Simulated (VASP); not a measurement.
# Mo (Im-3m) in VASP: settings compared

The runs below take Mo through single point, with LDA, PBEsol.

Everything below comes from runs of VASP 6.6.1. Logs are shortened: lines on timing, memory, paths and dates and some standing lists are left out, and cuts for length are marked.

## Step 1: The cell of the first run

The structure is cubic, space group Im-3m (No. 229). Conventional cell: a = 3.112 Å, b = 3.112 Å, c = 3.112 Å, α = 90.00°, β = 90.00°, γ = 90.00°. Mo (site symmetry m-3m) has 14 Mo at 2.69 to 3.11 Å within 3.6 Å.

## Step 2: Single point, LDA

INCAR

```
PREC = Accurate
ENCUT = 520
EDIFF = 1E-6
ISMEAR = 1
SIGMA = 0.1
LREAL = False
LASPH = True
NELM = 80
ALGO = Normal
ISIF = 2
LWAVE = False
LCHARG = False
NBANDS = 13
```

KPOINTS

```
regular mesh
0
Gamma
  24 24 24
```

POSCAR

```
Mo
1.0
   -1.5557749806      1.5557749806      1.5557749806
    1.5557749806     -1.5557749806      1.5557749806
    1.5557749806      1.5557749806     -1.5557749806
Mo
1
Direct
    0.0000000000      0.0000000000      0.0000000000
```

Potentials or basis: VASP PAW LDA potentials, release 64 (Mo_sv).

Launch:

```sh
> cat potpaw_LDA.64/Mo_sv/POTCAR > POTCAR
> mpirun -np 1 vasp_std > vasp.out
```

OUTCAR:

```text
PREC = Accurate
   ENCUT = 520
   EDIFF = 1E-6
   ISMEAR = 1
   LREAL = False
   LASPH = True
   NELM = 80
   ISIF = 2

 ion  position               nearest neighbor table
   1  0.000  0.000  0.000-

  LATTYP: Found a body centered cubic cell.
 ALAT       =     3.1115499612

  Lattice vectors:

 A1 = (  -1.5557749806,   1.5557749806,   1.5557749806)
 A2 = (   1.5557749806,  -1.5557749806,   1.5557749806)
 A3 = (   1.5557749806,   1.5557749806,  -1.5557749806)

Analysis of symmetry for initial positions (statically):
=====================================================================
 Subroutine PRICEL returns:
 Original cell was already a primitive cell.

 Routine SETGRP: Setting up the symmetry group for a
 body centered cubic supercell.

 Subroutine GETGRP returns: Found 48 space group operations
 (whereof 48 operations were pure point group operations)
 out of a pool of 48 trial point group operations.

The static configuration has the point symmetry O_h .

Analysis of symmetry for dynamics (positions and initial velocities):
=====================================================================
 Subroutine PRICEL returns:
 Original cell was already a primitive cell.

 Routine SETGRP: Setting up the symmetry group for a
 body centered cubic supercell.

 Subroutine GETGRP returns: Found 48 space group operations
 (whereof 48 operations were pure point group operations)
 out of a pool of 48 trial point group operations.

The dynamic configuration has the point symmetry O_h .

 Subroutine INISYM returns: Found 48 space group operations
 (whereof 48 operations are pure point group operations),
 and found     1 'primitive' translations

----------------------------------------------------------------------------------------

                                     Primitive cell

  volume of cell :      15.0626

  direct lattice vectors                    reciprocal lattice vectors
    -1.555774981  1.555774981  1.555774981     0.000000000  0.321383237  0.321383237
     1.555774981 -1.555774981  1.555774981     0.321383237  0.000000000  0.321383237
     1.555774981  1.555774981 -1.555774981     0.321383237  0.321383237  0.000000000

  length of vectors
     2.694681312  2.694681312  2.694681312     0.454504533  0.454504533  0.454504533

  position of ions in fractional coordinates (direct lattice)
     0.000000000  0.000000000  0.000000000

  ion indices of the primitive-cell ions
   primitive index   ion index
                 1           1

----------------------------------------------------------------------------------------

 KPOINTS: regular mesh

Automatic generation of k-mesh.
 Grid dimensions read from file:
 generate k-points for:   24   24   24

 Generating k-lattice:

  Cartesian coordinates                     Fractional coordinates (reciprocal lattice)
     0.000000000  0.013390968  0.013390968     0.041666667  0.000000000  0.000000000
     0.013390968  0.000000000  0.013390968     0.000000000  0.041666667  0.000000000
     0.013390968  0.013390968  0.000000000     0.000000000  0.000000000  0.041666667

  Length of vectors
     0.018937689  0.018937689  0.018937689

  Shift w.r.t. Gamma in fractional coordinates (k-lattice)
     0.000000000  0.000000000  0.000000000

 Subroutine IBZKPT returns following result:
 ===========================================

 Found    413 irreducible k-points:

 Following reciprocal coordinates:
            Coordinates               Weight
  0.000000  0.000000  0.000000      1.000000
  0.041667  0.000000  0.000000     12.000000
  0.083333  0.000000  0.000000     12.000000
  0.125000  0.000000  0.000000     12.000000
  0.166667  0.000000  0.000000     12.000000
  0.208333  0.000000  0.000000     12.000000
[... 16 lines left out ...]
  0.416667  0.041667  0.000000     48.000000
  0.458333  0.041667  0.000000     48.000000
 [... further k-points ...]
   k-points           NKPTS =    413   k-points in BZ     NKDIM =    413   number of bands    NBANDS=     13
   number of dos      NEDOS =    301   number of ions     NIONS =      1
   total plane-waves  NPLWV =   8000
   dimension x,y,z NGX =    20 NGY =   20 NGZ =   20
   dimension x,y,z NGXF=    40 NGYF=   40 NGZF=   40
   ions per type =               1
   NGX,Y,Z   is equivalent  to a cutoff of  12.34, 12.34, 12.34 a.u.
   NGXF,Y,Z  is equivalent  to a cutoff of  24.68, 24.68, 24.68 a.u.
 SYSTEM =  unknown system
   PREC   = accura    normal or accurate (medium, high low for compatibility)
   ISTART =      0    job   : 0-new  1-cont  2-samecut
   ICHARG =      2    charge: 1-file 2-atom 10-const
   ISPIN  =      1    spin polarized calculation?
   LNONCOLLINEAR =      F non collinear calculations
   LSORBIT =      F    spin-orbit coupling
   LASPH  =      T    aspherical Exc in radial PAW
   ENCUT  =  520.0 eV  38.22 Ry    6.18 a.u.   5.01  5.01  5.01*2*pi/ulx,y,z
   NELM   =     80;   NELMIN=  2; NELMDL= -5     # of ELM steps
   EDIFF  = 0.1E-05   stopping-criterion for ELM
   LREAL  =      F    real-space projection
   EDIFFG = 0.1E-04   stopping-criterion for IOM
   NSW    =      0    number of steps for IOM
   IBRION =     -1    ionic relax: 0-MD 1-quasi-New 2-CG
   NFREE  =      0    steps in history (QN), initial steepest desc. (CG)
   ISIF   =      2    stress and relaxation
   ISYM   =      2    0-nonsym 1-usesym 2-fastsym
   POTIM  = 0.5000    time-step for ionic-motion
   TEBEG  =    0.0;   TEEND  =   0.0 temperature during run
   PSTRESS=    0.0 pullay stress
   NELECT =      14.0000    total number of electrons
   NUPDOWN=      -1.0000    fix difference up-down
   EMIN   =  10.00;   EMAX   =-10.00  energy-range for DOS
   EFERMI =   0.00;   METHOD = LEGACY
   ISMEAR =     1;   SIGMA  =   0.10  broadening in eV -4-tet -1-fermi 0-gaus
   EFERMI_NEDOS =   21; number of points for ismear=-14 and -15
   IALGO  =     38    algorithm
   IMIX   =      4    mixing-type and parameters
     AMIX     =   0.40;   BMIX     =  1.00
     AMIX_MAG =   1.60;   BMIX_MAG =  1.00
  volume/ion in A,a.u.               =      15.06       101.65
  Fermi-wavevector in a.u.,A,eV,Ry     =   1.597659  3.019138 34.729061  2.552514
  Thomas-Fermi vector in A             =   2.695231
   LORBIT       =      0    0 simple, 1 ext, 2 COOP (PROOUT), +10 PAW based schemes
   GGA     = CA    functional components
   LHFCALC =     F    Hartree Fock is set to
   AEXX    =    0.0000 exact exchange contribution
   IVDW    =     0    specifies the selected vdW correction
   LEPSILON=     F    determine dielectric tensor
   LRPA    =     F    only Hartree local field effects (RPA)
 non-spin polarized calculation
 Methfessel and Paxton  Order N= 1 SIGMA  =   0.10
  energy-cutoff  :      520.00
  volume of cell :       15.06
 maximum number of plane-waves:       420
   NGX =  9   NGY =  9   NGZ =  9

 number of electron      13.9999996 magnetization

 Free energy of the ion-electron system (eV)
  ---------------------------------------------------
  ext. energy  EPLUGINS =         0.00000000
  ---------------------------------------------------
  free energy    TOTEN  =       -12.12999195 eV

  energy without entropy =      -12.13008381  energy(sigma->0) =      -12.13002257

 E-fermi :  13.1400     XC(G=0): -13.8118

 val. band max:       13.1348916476   @ k =   0.1250   0.0833   0.0000
 cond. band min:      13.1498280327   @ k =   0.0833   0.0833   0.0417
 fundamental gap:      0.0149363851
 Fermi energy:        13.1399799543

 k-point     1 :       0.0000    0.0000    0.0000
  band No.  band energies     occupation
      1     -47.8695      2.00000
      2     -21.2178      2.00000
      3     -21.2178      2.00000
      4     -21.2178      2.00000
      5       5.7316      2.00000
      6      11.6266      2.00000
      7      11.6266      2.00000
      8      11.6266      2.00000
      9      14.7696     -0.00000
     10      14.7696     -0.00000
     11      27.9527      0.00000
     12      27.9527      0.00000
     13      27.9527      0.00000

 k-point     2 :       0.0417    0.0000    0.0000
  band No.  band energies     occupation
      1     -47.8643      2.00000
      2     -21.2472      2.00000
      3     -21.2268      2.00000
      4     -21.2181      2.00000
      5       5.8129      2.00000
      6      11.5799      2.00000
      7      11.6198      2.00000
      8      11.7030      2.00000
      9      14.6970     -0.00000
     10      14.7704     -0.00000
     11      28.0169      0.00000
     12      28.0893      0.00000
     13      28.1253      0.00000

 k-point     3 :       0.0833    0.0000    0.0000
  band No.  band energies     occupation
      1     -47.8490      2.00000
      2     -21.3329      2.00000
      3     -21.2530      2.00000
      4     -21.2188      2.00000
      5       6.0497      2.00000
      6      11.4457      2.00000
      7      11.5928      2.00000
      8      11.9303      2.00000
      9      14.5139     -0.00000
     10      14.7746     -0.00000
     11      28.1904      0.00000
     12      28.4923      0.00000
     13      28.5962      0.00000

 k-point     4 :       0.1250    0.0000    0.0000
  band No.  band energies     occupation
      1     -47.8245      2.00000
      2     -21.4676      2.00000
      3     -21.2945      2.00000
      4     -21.2200      2.00000
      5       6.4195      2.00000
      6      11.2406      2.00000
      7      11.5321      2.00000
      8      12.3033      2.00000
      9      14.3061     -0.00000
     10      14.7875     -0.00000
     11      28.4093      0.00000
     12      29.1429      0.00000
     13      29.2296      0.00000

 k-point     5 :       0.1667    0.0000    0.0000
  band No.  band energies     occupation
      1     -47.7924      2.00000
      2     -21.6405      2.00000
      3     -21.3482      2.00000
      4     -21.2215      2.00000
      5       6.8787      2.00000
      6      10.9874      2.00000
      7      11.4402      2.00000
      8      12.8131      2.00004
      9      14.1646     -0.00000
     10      14.8156     -0.00000
     11      28.5516      0.00000
     12      29.8014      0.00000
     13      30.0145      0.00000
[... 257 lines left out ...]
 k-point    22 :       0.3750    0.0417    0.0000
  band No.  band energies     occupation
      1     -47.5861      2.00000
      2     -22.6548      2.00000
      3     -21.6795      2.00000
      4     -21.2430      2.00000
      5       7.7563      2.00000
      6       9.6783      2.00000
      7      13.3728     -0.00481
      8      14.8123     -0.00000
      9      15.4291      0.00000
     10      17.2142      0.00000
     11      25.8595      0.00000
     12      26.5400      0.00000
     13      32.2630      0.00000

 k-point    23 :       0.4167    0.0417    0.0000
  band No.  band energies     occupation
      1     -47.5652      2.00000
      2     -22.7508      2.00000
      3     -21.7123      2.00000
      4     -21.2441      2.00000
      5       7.6409      2.00000
      6       9.5648      2.00000
      7      14.0007     -0.00000
      8      14.8858     -0.00000
      9      15.6003      0.00000
     10      17.8577      0.00000
     11      25.4345      0.00000
     12      25.7699      0.00000
     13      31.2969      0.00000

 k-point    24 :       0.4583    0.0417    0.0000
  band No.  band energies     occupation
      1     -47.5544      2.00000
      2     -22.8002      2.00000
      3     -21.7292      2.00000
      4     -21.2447      2.00000
      5       7.5759      2.00000
      6       9.5071      2.00000
      7      14.4246     -0.00000
      8      14.8314     -0.00000
      9      15.7351      0.00000
     10      18.2249      0.00000
     11      25.1942      0.00000
     12      25.3483      0.00000
     13      30.7671      0.00000

 [... further k-points ...]

------------------------ aborting loop because EDIFF is reached ----------------------------------------

  FORCE on cell =-STRESS in cart. coord.  units (eV):
  Direction    XX          YY          ZZ          XY          YZ          ZX
  --------------------------------------------------------------------------------------
  -------------------------------------------------------------------------------------
  Total        0.1060812      0.1060812      0.1060812      0.0000000      0.0000000      0.0000000
  in kB       11.2836257     11.2836257     11.2836257      0.0000000      0.0000000      0.0000000
  external PRESSURE =      11.2836257 kB  Pullay stress =       0.0000000 kB

 VOLUME and BASIS-vectors are now :
 -----------------------------------------------------------------------------
  energy-cutoff  :      520.00
  volume of cell :       15.06
      direct lattice vectors                 reciprocal lattice vectors
    -1.555774981  1.555774981  1.555774981     0.000000000  0.321383237  0.321383237
     1.555774981 -1.555774981  1.555774981     0.321383237  0.000000000  0.321383237
     1.555774981  1.555774981 -1.555774981     0.321383237  0.321383237  0.000000000

 POSITION                                       TOTAL-FORCE (eV/Angst)
 -----------------------------------------------------------------------------------
      0.00000      0.00000      0.00000        -0.000000     -0.000000      0.000000
 -----------------------------------------------------------------------------------
    total drift:                                0.000000     -0.000000      0.000000

  FREE ENERGIE OF THE ION-ELECTRON SYSTEM (eV)
  ---------------------------------------------------
  free  energy   TOTEN  =       -12.1299919508 eV

  energy  without entropy=      -12.1300838121  energy(sigma->0) =      -12.13002257
```

It took 46 s on 1 thread of Intel Xeon Platinum 8259CL at 2.50GHz (Skylake/Cascade Lake), shared host; peak memory 0.18 GiB.

Results:

```yaml
Free_energy: -12.1300 eV
Pressure: 1.1 GPa
Band_gap_on_the_k_mesh: zero (bands 7 and 8 overlap by 5.67 eV)
```

## Step 3: Single point, PBEsol

This run uses another cell than the first one, of 15.33 Å³/atom.

INCAR

```
PREC = Accurate ; ENCUT = 520
EDIFF = 1E-6 ; ISMEAR = 1
SIGMA = 0.1 ; LREAL = False
LASPH = True ; NELM = 100
ALGO = Normal ; ISIF = 2
LWAVE = False ; LCHARG = False
GGA = PS ; NBANDS = 13
```

KPOINTS

```
Automatic mesh
0
Gamma
  24 24 24
```

POSCAR

```
Mo
1.0
   -1.5647896145      1.5647896145      1.5647896145
    1.5647896145     -1.5647896145      1.5647896145
    1.5647896145      1.5647896145     -1.5647896145
Mo
1
Direct
    0.0000000000      0.0000000000      0.0000000000
```

Potentials or basis: VASP PAW PBE potentials, release 64 (Mo_sv).

Launch:

```sh
> cat potpaw_PBE.64/Mo_sv/POTCAR > POTCAR
> mpirun -np 1 vasp_std > vasp.out
```

It took 49 s on 1 thread of Intel Xeon Platinum 8259CL at 2.50GHz (Skylake/Cascade Lake), shared host; peak memory 0.18 GiB.

Results (log left out):

| Property | Result |
| --- | --- |
| Free energy | -11.7777 eV |
| Pressure | 0.5 GPa |
| Band gap on the k mesh | zero (bands 7 and 8 overlap by 5.53 eV) |

Levels at points of the mesh, in eV from the Fermi level:
```tsv
k point	band 4	band 5	band 6	band 7	band 8	band 9	band 10	band 11
(0.00, 0.00, 0.00)	-34.49	-7.40	-1.46	-1.46	-1.46	1.63	1.63	14.78
(0.50, 0.00, 0.00)	-34.51	-5.53	-3.56	1.63	1.67	2.32	4.86	11.89
(0.50, 0.50, 0.50)	-35.52	-5.68	-5.68	4.07	4.07	4.07	9.12	9.12
```

Caveat: the PAW data sets were made with another functional, which shifts forces and pressure a little.
